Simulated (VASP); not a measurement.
Al3GaAs4:

```
Al Ga As
1.0
     3.84586    0.00000    0.00000
     0.00000    7.69172    0.00000
     0.00000    0.00000    5.43887
Al Ga As
3 1 4
Direct
  0.00000 0.75000 0.00000
  0.00000 0.25000 0.00000
  0.50000 0.50000 0.50000
  0.50000 0.00000 0.50000
  0.00000 0.00000 0.25000
  0.50000 0.25000 0.75000
  0.00000 0.50000 0.25000
  0.50000 0.75000 0.75000
```

* Program: VASP 6.6.1
* Task: relaxation of cell and atoms
* Functional: PBE
* Potentials or basis: VASP PAW PBE potentials, release 64 (Al, Ga_d, As)
* Cutoff: 600 eV
* k mesh: 4 × 2 × 4
* Occupations: gaussian, width 0.1 eV
* Spin: no spin polarisation

At the start: pressure 15.1 GPa; volume 20.11 Å³/atom.

Q: Where does the relaxation end?

A: Over 6 steps the energy falls by 144.5 meV/atom and the volume is 23.56 Å³/atom (+17.1 %); space group Pmm2 (No. 25, to 0.1 Å) before and after.

Step by step:
```csv
step,energy change (eV),largest force (eV/Å),pressure (GPa),volume (Å³)
1,0.0000,0.1124,15.10,160.89
2,-0.7873,0.0782,-5.32,209.18
3,-1.1530,0.0726,-0.02,189.10
4,-1.1526,0.0728,0.19,188.50
5,-1.1546,0.0403,0.19,188.50
6,-1.1560,0.0218,0.20,188.48
```

Final structure:
```
Al Ga As
1.0
     4.07449    0.00000    0.00000
     0.00000    8.14835    0.00000
     0.00000    0.00000    5.67701
Al Ga As
3 1 4
Direct
  0.00000 0.75007 0.00001
  0.00000 0.24993 0.00001
  0.50000 0.50000 0.49981
  0.50000 0.00000 0.50003
  0.00000 0.00000 0.24789
  0.50000 0.25070 0.75121
  0.00000 0.50000 0.24983
  0.50000 0.74930 0.75121
```

Caveat: the volume moved by over 15 % at a fixed basis, so the end points are rough.
